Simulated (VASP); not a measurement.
# Br (Pm-3m) in VASP: a series of runs

Br is run at these levels: PBE; tasks: single point, relaxation of cell and atoms.

Everything below comes from runs of VASP 6.6.1. Logs are shortened: lines on timing, memory, paths and dates and some standing lists are left out, and cuts for length are marked.

## 1. The cell of the first run

The structure is cubic, space group Pm-3m (No. 221). The conventional cell has a = 3.097 Å, b = 3.097 Å, c = 3.097 Å, α = 90.00°, β = 90.00°, γ = 90.00°. Br (site symmetry m-3m) has 6 Br at 3.10 Å within 4.1 Å.

## 2. Single point, PBE

Contents of INCAR:

```
SYSTEM = Br
ALGO = Normal
EDIFF = 1E-6
ENCUT = 520
GGA = PE
ISIF = 2
ISMEAR = 1
LASPH = .True.
LCHARG = .False.
LREAL = .False.
LWAVE = .False.
NBANDS = 10
NELM = 100
PREC = Accurate
SIGMA = 0.02
```

Contents of KPOINTS:

```
k-points
0
Gamma
  14 14 14
  0 0 0
```

Contents of POSCAR:

```
Br
1.0
    3.0974118018      0.0000000000      0.0000000000
    0.0000000000      3.0974118018      0.0000000000
    0.0000000000      0.0000000000      3.0974118018
Br
1
Direct
    0.0000000000      0.0000000000      0.0000000000
```

Potentials or basis: VASP PAW PBE potentials, release 64 (Br).

Launch:

```bash
> cat potpaw_PBE.64/Br/POTCAR > POTCAR
> mpirun -np 1 vasp_std > vasp.out
```

OUTCAR:

```text
SYSTEM = Br
   EDIFF = 1E-6
   ENCUT = 520
   GGA = PE
   ISIF = 2
   ISMEAR = 1
   LASPH = .True.
   LREAL = .False.
   NELM = 100
   PREC = Accurate

 ion  position               nearest neighbor table
   1  0.000  0.000  0.000-

  LATTYP: Found a simple cubic cell.
 ALAT       =     3.0974118018

  Lattice vectors:

 A1 = (   3.0974118018,   0.0000000000,   0.0000000000)
 A2 = (   0.0000000000,   3.0974118018,   0.0000000000)
 A3 = (   0.0000000000,   0.0000000000,   3.0974118018)

Analysis of symmetry for initial positions (statically):
=====================================================================
 Subroutine PRICEL returns:
 Original cell was already a primitive cell.

 Routine SETGRP: Setting up the symmetry group for a
 simple cubic supercell.

 Subroutine GETGRP returns: Found 48 space group operations
 (whereof 48 operations were pure point group operations)
 out of a pool of 48 trial point group operations.

The static configuration has the point symmetry O_h .

Analysis of symmetry for dynamics (positions and initial velocities):
=====================================================================
 Subroutine PRICEL returns:
 Original cell was already a primitive cell.

 Routine SETGRP: Setting up the symmetry group for a
 simple cubic supercell.

 Subroutine GETGRP returns: Found 48 space group operations
 (whereof 48 operations were pure point group operations)
 out of a pool of 48 trial point group operations.

The dynamic configuration has the point symmetry O_h .

 Subroutine INISYM returns: Found 48 space group operations
 (whereof 48 operations are pure point group operations),
 and found     1 'primitive' translations

----------------------------------------------------------------------------------------

                                     Primitive cell

  volume of cell :      29.7164

  direct lattice vectors                    reciprocal lattice vectors
     3.097411802  0.000000000  0.000000000     0.322850194  0.000000000  0.000000000
     0.000000000  3.097411802  0.000000000     0.000000000  0.322850194  0.000000000
     0.000000000  0.000000000  3.097411802     0.000000000  0.000000000  0.322850194

  length of vectors
     3.097411802  3.097411802  3.097411802     0.322850194  0.322850194  0.322850194

  position of ions in fractional coordinates (direct lattice)
[... 75 lines left out ...]
   ENCUT  =  520.0 eV  38.22 Ry    6.18 a.u.   5.76  5.76  5.76*2*pi/ulx,y,z
   NELM   =    100;   NELMIN=  2; NELMDL= -5     # of ELM steps
   EDIFF  = 0.1E-05   stopping-criterion for ELM
   LREAL  =      F    real-space projection
   EDIFFG = 0.1E-04   stopping-criterion for IOM
   NSW    =      0    number of steps for IOM
   IBRION =     -1    ionic relax: 0-MD 1-quasi-New 2-CG
   NFREE  =      0    steps in history (QN), initial steepest desc. (CG)
   ISIF   =      2    stress and relaxation
   ISYM   =      2    0-nonsym 1-usesym 2-fastsym
   POTIM  = 0.5000    time-step for ionic-motion
   TEBEG  =    0.0;   TEEND  =   0.0 temperature during run
   PSTRESS=    0.0 pullay stress
   NELECT =       7.0000    total number of electrons
   NUPDOWN=      -1.0000    fix difference up-down
   EMIN   =  10.00;   EMAX   =-10.00  energy-range for DOS
   EFERMI =   0.00;   METHOD = LEGACY
   ISMEAR =     1;   SIGMA  =   0.02  broadening in eV -4-tet -1-fermi 0-gaus
   EFERMI_NEDOS =   21; number of points for ismear=-14 and -15
   IALGO  =     38    algorithm
   IMIX   =      4    mixing-type and parameters
     AMIX     =   0.40;   BMIX     =  1.00
     AMIX_MAG =   1.60;   BMIX_MAG =  1.00
  volume/ion in A,a.u.               =      29.72       200.54
  Fermi-wavevector in a.u.,A,eV,Ry     =   1.011056  1.910619 13.908342  1.022234
  Thomas-Fermi vector in A             =   2.144083
   LORBIT       =      0    0 simple, 1 ext, 2 COOP (PROOUT), +10 PAW based schemes
   GGA     = PE    functional components
   LHFCALC =     F    Hartree Fock is set to
   AEXX    =    0.0000 exact exchange contribution
   IVDW    =     0    specifies the selected vdW correction
   LEPSILON=     F    determine dielectric tensor
   LRPA    =     F    only Hartree local field effects (RPA)
 non-spin polarized calculation
 Methfessel and Paxton  Order N= 1 SIGMA  =   0.02
  energy-cutoff  :      520.00
  volume of cell :       29.72
 maximum number of plane-waves:       840
 NGX is ok and might be reduce to    24
   NGX = 11   NGY = 11   NGZ = 11

 number of electron       7.0000002 magnetization

 Free energy of the ion-electron system (eV)
  ---------------------------------------------------
  ext. energy  EPLUGINS =         0.00000000
  ---------------------------------------------------
  free energy    TOTEN  =        -1.20551441 eV

  energy without entropy =       -1.20541333  energy(sigma->0) =       -1.20548071

 E-fermi :   1.0929     XC(G=0):  -8.5724

 val. band max:        1.0868822452   @ k =   0.1429   0.0714   0.0000
 cond. band min:       1.0949531625   @ k =   0.2857   0.1429   0.0714
 fundamental gap:      0.0080709174
 Fermi energy:         1.0929453583

 k-point     1 :       0.0000    0.0000    0.0000
  band No.  band energies     occupation
      1     -14.5270      2.00000
      2       0.9500      2.00000
      3       0.9500      2.00000
      4       0.9500      2.00000
      5       7.5419      0.00000
      6      10.0070      0.00000
      7      10.0070      0.00000
      8      20.7540      0.00000
      9      20.7540      0.00000
     10      20.7540      0.00000
[... 287 lines left out ...]
 k-point    24 :       0.3571    0.2143    0.0000
  band No.  band energies     occupation
      1     -13.5324      2.00000
      2      -2.7743      2.00000
      3      -0.6418      2.00000
      4       1.6641      0.00000
      5       9.7890      0.00000
      6      11.3195      0.00000
      7      14.3512      0.00000
      8      15.7327      0.00000
      9      16.0151      0.00000
     10      18.3417      0.00000

 [... further k-points ...]
[... 5 lines left out ...]
  --------------------------------------------------------------------------------------
  -------------------------------------------------------------------------------------
  Total        0.0028565      0.0028565      0.0028565     -0.0000000      0.0000000     -0.0000000
  in kB        0.1540086      0.1540086      0.1540086     -0.0000000      0.0000000     -0.0000000
  external PRESSURE =       0.1540086 kB  Pullay stress =       0.0000000 kB

 VOLUME and BASIS-vectors are now :
 -----------------------------------------------------------------------------
  energy-cutoff  :      520.00
  volume of cell :       29.72
      direct lattice vectors                 reciprocal lattice vectors
     3.097411802  0.000000000  0.000000000     0.322850194  0.000000000  0.000000000
     0.000000000  3.097411802  0.000000000     0.000000000  0.322850194  0.000000000
     0.000000000  0.000000000  3.097411802     0.000000000  0.000000000  0.322850194

 POSITION                                       TOTAL-FORCE (eV/Angst)
 -----------------------------------------------------------------------------------
      0.00000      0.00000      0.00000         0.000000      0.000000      0.000000
 -----------------------------------------------------------------------------------
    total drift:                               -0.000000      0.000000      0.000000

  FREE ENERGIE OF THE ION-ELECTRON SYSTEM (eV)
  ---------------------------------------------------
  free  energy   TOTEN  =        -1.2055144052 eV

  energy  without entropy=       -1.2054133252  energy(sigma->0) =       -1.20548071
```

Wall time 22 s (1 thread of Intel Xeon 8259CL, shared host); peak memory 0.16 GiB.

Results:

- Free energy: -1.2055 eV
- Pressure: 0.0 GPa

Caveat: an odd number of electrons without spin polarisation forces a metal; a magnetic or distorted state may lie lower.

## 3. Single point, PBE

This run uses another cell than the first one, of 30.31 Å³/atom, 1.020 times its volume.

Contents of INCAR:

```
PREC = Accurate
ENCUT = 520
EDIFF = 1E-7
ISMEAR = 1
SIGMA = 0.02
LREAL = F
LASPH = T
NELM = 60
ALGO = Normal
ISIF = 2
LWAVE = F
LCHARG = T
GGA = PE
LELF = T
LVHAR = T
NBANDS = 10
```

Contents of KPOINTS:

```
regular mesh
0
Gamma
  14 14 14
```

Contents of POSCAR:

```
Br
1.0
    3.1179250605      0.0000000000      0.0000000000
    0.0000000000      3.1179250605      0.0000000000
    0.0000000000      0.0000000000      3.1179250605
Br
1
Direct
    0.0000000000      0.0000000000      0.0000000000
```

Potentials or basis: VASP PAW PBE potentials, release 64 (Br).

Launch:

```bash
> cat potpaw_PBE.64/Br/POTCAR > POTCAR
> mpirun -np 1 vasp_std > vasp.out
```

Run time: 25 s. Hardware: 1 thread of Intel Xeon 8259CL, shared host; peak memory 0.16 GiB.

The run converged. Its results:

* Free energy: -1.2045 eV
* Pressure: -0.5 GPa

Levels at points of the mesh, in eV from the Fermi level:
```tsv
k point	band 2	band 3	band 4	band 5	band 6	band 7
(0.00, 0.00, 0.00)	-0.14	-0.14	-0.14	6.42	8.97	8.97
(0.50, 0.00, 0.00)	-4.75	0.47	0.47	9.64	10.49	11.58
(0.50, 0.50, 0.00)	-3.74	-3.74	1.01	5.50	11.86	15.00
(0.50, 0.50, 0.50)	-2.88	-2.88	-2.88	7.69	7.69	7.69
```

Caveat: an odd number of electrons without spin polarisation forces a metal; a magnetic or distorted state may lie lower.

## 4. Relaxation of cell and atoms, PBE

This run uses another cell than the first one, of 28.65 Å³/atom, 0.964 times its volume.

Contents of INCAR:

```
SYSTEM = Br
PREC = Accurate ; ENCUT = 600
EDIFF = 1E-7 ; ISMEAR = 1
SIGMA = 0.02 ; LREAL = .False.
LASPH = .True. ; NELM = 60
ALGO = Normal ; ISIF = 3
LWAVE = .False. ; LCHARG = .False.
GGA = PE ; IBRION = 2
NSW = 80 ; EDIFFG = -0.03
```

Contents of KPOINTS:

```
Automatic mesh
0
Gamma
  14 14 14
  0 0 0
```

Contents of POSCAR:

```
Br
1.0
    3.0600000000      0.0000000000      0.0000000000
    0.0000000000      3.0600000000      0.0000000000
    0.0000000000      0.0000000000      3.0600000000
Br
1
Direct
    0.0000000000      0.0000000000      0.0000000000
```

Potentials or basis: VASP PAW PBE potentials, release 64 (Br).

Launch:

```bash
> cat potpaw_PBE.64/Br/POTCAR > POTCAR
> mpirun -np 1 vasp_std > vasp.out
```

OUTCAR:

```text
SYSTEM = Br
   PREC = Accurate
   ENCUT = 600
   EDIFF = 1E-7
   ISMEAR = 1
   LREAL = .False.
   LASPH = .True.
   NELM = 60
   ISIF = 3
   GGA = PE
   IBRION = 2
   NSW = 80
   EDIFFG = -0.03

 ion  position               nearest neighbor table
   1  0.000  0.000  0.000-

  LATTYP: Found a simple cubic cell.
 ALAT       =     3.0600000000

  Lattice vectors:

 A1 = (   3.0600000000,   0.0000000000,   0.0000000000)
 A2 = (   0.0000000000,   3.0600000000,   0.0000000000)
 A3 = (   0.0000000000,   0.0000000000,   3.0600000000)

Analysis of symmetry for initial positions (statically):
=====================================================================
 Subroutine PRICEL returns:
 Original cell was already a primitive cell.

 Routine SETGRP: Setting up the symmetry group for a
 simple cubic supercell.

 Subroutine GETGRP returns: Found 48 space group operations
 (whereof 48 operations were pure point group operations)
 out of a pool of 48 trial point group operations.
[... 165 lines left out ...]

  FORCE on cell =-STRESS in cart. coord.  units (eV):
  Direction    XX          YY          ZZ          XY          YZ          ZX
  --------------------------------------------------------------------------------------
  -------------------------------------------------------------------------------------
  Total        0.2165613      0.2165613      0.2165613      0.0000000      0.0000000      0.0000000
  in kB       12.1095247     12.1095247     12.1095247      0.0000000      0.0000000      0.0000000
  external PRESSURE =      12.1095247 kB  Pullay stress =       0.0000000 kB
[... 57 lines left out ...]
--------------------------------------- Ionic step        3  -------------------------------------------

 number of electron       7.0000002 magnetization

 Free energy of the ion-electron system (eV)
  ---------------------------------------------------
  ext. energy  EPLUGINS =         0.00000000
  ---------------------------------------------------
  free energy    TOTEN  =        -1.20549998 eV

  energy without entropy =       -1.20539820  energy(sigma->0) =       -1.20546606

 E-fermi :   1.0840     XC(G=0):  -8.5684

 val. band max:        1.0780213313   @ k =   0.1429   0.0714   0.0000
 cond. band min:       1.0860860987   @ k =   0.2857   0.1429   0.0714
 fundamental gap:      0.0080647673
 Fermi energy:         1.0840437211

 k-point     1 :       0.0000    0.0000    0.0000
  band No.  band energies     occupation
      1     -14.5306      2.00000
      2       0.9414      2.00000
      3       0.9414      2.00000
      4       0.9414      2.00000
      5       7.5317      0.00000
      6      10.0002      0.00000
      7      10.0002      0.00000
[... 221 lines left out ...]
 k-point    24 :       0.3571    0.2143    0.0000
  band No.  band energies     occupation
      1     -13.5380      2.00000
      2      -2.7780      2.00000
      3      -0.6482      2.00000
      4       1.6543      0.00000
      5       9.7809      0.00000
      6      11.3099      0.00000
      7      14.3387      0.00000

 [... further k-points ...]
[... 5 lines left out ...]
  --------------------------------------------------------------------------------------
  -------------------------------------------------------------------------------------
  Total       -0.0016731     -0.0016731     -0.0016731      0.0000000      0.0000000      0.0000000
  in kB       -0.0901262     -0.0901262     -0.0901262      0.0000000      0.0000000      0.0000000
  external PRESSURE =      -0.0901262 kB  Pullay stress =       0.0000000 kB
[... 16 lines left out ...]
  FREE ENERGIE OF THE ION-ELECTRON SYSTEM (eV)
  ---------------------------------------------------
  free  energy   TOTEN  =        -1.2054999816 eV

  energy  without entropy=       -1.2053982025  energy(sigma->0) =       -1.20546606

 reached required accuracy - stopping structural energy minimisation
```

OSZICAR:

```text
N       E                     dE             d eps       ncg     rms          rms(c)
DAV:   1     0.257257501939E+02    0.25726E+02   -0.32288E+03  1687   0.869E+02
[... 21 lines left out ...]
DAV:   1    -0.120660308239E+01   -0.11957E-02   -0.27887E-02  1680   0.121E+00    0.164E-01
DAV:   2    -0.120573785167E+01    0.86523E-03   -0.12059E-03  1799   0.243E-01    0.742E-02
DAV:   3    -0.120550060170E+01    0.23725E-03   -0.82266E-04  1722   0.185E-01    0.681E-02
DAV:   4    -0.120550003521E+01    0.56648E-06   -0.95858E-06  1813   0.296E-02    0.229E-02
DAV:   5    -0.120549981140E+01    0.22382E-06   -0.23709E-06  1855   0.945E-03    0.337E-03
DAV:   6    -0.120549997848E+01   -0.16708E-06   -0.34426E-08  2086   0.190E-03    0.240E-04
DAV:   7    -0.120549998156E+01   -0.30773E-08   -0.43158E-09   980   0.445E-04
   3 F= -.12055000E+01 E0= -.12054661E+01  d E =-.391718E-02
```

Wall time 35 s (1 thread of Intel Xeon 8259CL, shared host); peak memory 0.16 GiB.

Results:

```
Free energy                            : -1.2055 eV
Relaxed volume                         : 29.74 Å³/atom
Relaxed cell                           : a = 3.098 Å, b = 3.098 Å, c = 3.098 Å, α = 90.00°, β = 90.00°, γ = 90.00°
Space group after relaxing (to 0.05 Å) : Pm-3m (No. 221)
Energy gained by relaxing              : 3.9 meV/atom
Ionic steps                            : 3
Pressure after relaxing                : 0.0 GPa
```

The path:
| step | energy change (eV) | largest force (eV/Å) | pressure (GPa) | volume (Å³) |
| --- | --- | --- | --- | --- |
| 1 | 0.0000 | 0.0000 | 1.21 | 28.65 |
| 2 | -0.0038 | 0.0000 | 0.18 | 29.56 |
| 3 | -0.0039 | 0.0000 | -0.01 | 29.74 |

Final structure:
```
CELL_PARAMETERS angstrom
3.09831 0.00000 0.00000
0.00000 3.09831 0.00000
0.00000 0.00000 3.09831
ATOMIC_POSITIONS crystal
Br 0.00000 0.00000 0.00000
```

Caveat: an odd number of electrons without spin polarisation forces a metal; a magnetic or distorted state may lie lower.

## 5. Overview

| task | cell | cutoff (eV) | gap on the mesh (eV) | pressure (GPa) |
| --- | --- | --- | --- | --- |
| single point | a = 3.097 Å, 1 atom | 520 | none | 0.0 |
| single point | a = 3.118 Å, 1 atom | 520 | none | -0.5 |
| relaxation of cell and atoms | relaxed from a = 3.060 Å, 1 atom | 600 | none | 0.0 |

Alike in all rows: level PBE; potentials or basis VASP PAW PBE potentials, release 64 (Br); no spin polarisation; k mesh 14 × 14 × 14; smearing methfessel-paxton 0.02 eV.

Caveats: an odd number of electrons without spin polarisation forces a metal; a magnetic or distorted state may lie lower.

Absolute energies hang on the potentials; compare differences alone.
